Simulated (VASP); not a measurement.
Write the native input for VASP 6.6.1 that does the following.

```
Task                   : single point
Functional             : r2SCAN
Potentials or basis    : VASP PAW PBE potentials, release 64 (Si)
Cutoff                 : 520 eV
k mesh                 : 6 × 6 × 4
Occupations            : gaussian, width 0.1 eV
Spin                   : no spin polarisation
Dipole correction      : no
Further INCAR settings : ALGO = Normal; EDIFF = 1e-07; NBANDS = 16
```

Si:

```xyz
4
Lattice="3.8313 0.0000 0.0000 -1.9157 3.3180 0.0000 0.0000 0.0000 6.3326" Properties=species:S:1:pos:R:3 pbc="T T T"
Si    0.0000    2.2120    0.3990
Si    1.9157    1.1060    3.5653
Si    0.0000    2.2120    2.7673
Si    1.9157    1.1060    5.9336
```

This isn't the form of Si at room conditions, which is diamond.

These files were run (other wordings do the same):

POSCAR

```
Si
1.0
    3.8313174605      0.0000000000      0.0000000000
   -1.9156587303      3.3180182508      0.0000000000
    0.0000000000      0.0000000000      6.3326220002
Si
4
Direct
    0.3333333300      0.6666666700      0.0630095000
    0.6666666700      0.3333333300      0.5630095000
    0.3333333300      0.6666666700      0.4369905000
    0.6666666700      0.3333333300      0.9369905000
```

INCAR.step1

```
SYSTEM = Si
PREC = Accurate
ENCUT = 520
ISMEAR = 0
SIGMA = 0.1
LREAL = .FALSE.
LASPH = .TRUE.
NELM = 100
NBANDS = 16
GGA = PE
ALGO = Normal
EDIFF = 1E-4
LWAVE = .TRUE.
LCHARG = .FALSE.
```

INCAR.step2

```
SYSTEM = Si
PREC = Accurate
ENCUT = 520
EDIFF = 1E-7
ISMEAR = 0
SIGMA = 0.1
LREAL = .FALSE.
LASPH = .TRUE.
NELM = 100
ALGO = Normal
ISIF = 2
LWAVE = .FALSE.
LCHARG = .FALSE.
METAGGA = R2SCAN
LMIXTAU = .TRUE.
NBANDS = 16
ISTART = 1
```

KPOINTS

```
Automatic mesh
0
G
  6 6 4
  0 0 0
```

Potentials or basis: VASP PAW PBE potentials, release 64 (Si).

Run with:

```bash
$ cat potpaw_PBE.64/Si/POTCAR > POTCAR
$ cp INCAR.step1 INCAR
$ mpirun -np 1 vasp_std > vasp.out
$ cp INCAR.step2 INCAR
$ mpirun -np 1 vasp_std > vasp.out
```

It gave:

The pressure is 0.0 GPa, the largest force is 0.012 eV/Å and the band gap on the k mesh is 0.61 eV (least direct gap 1.37 eV).

Caveat: the PAW data sets were made with another functional, which shifts forces and pressure a little.

Wall time 110 s on 1 thread of Intel(R) Xeon(R) Platinum 8259CL CPU @ 2.50GHz (Skylake/Cascade Lake), on a shared host, peak memory 0.19 GiB.
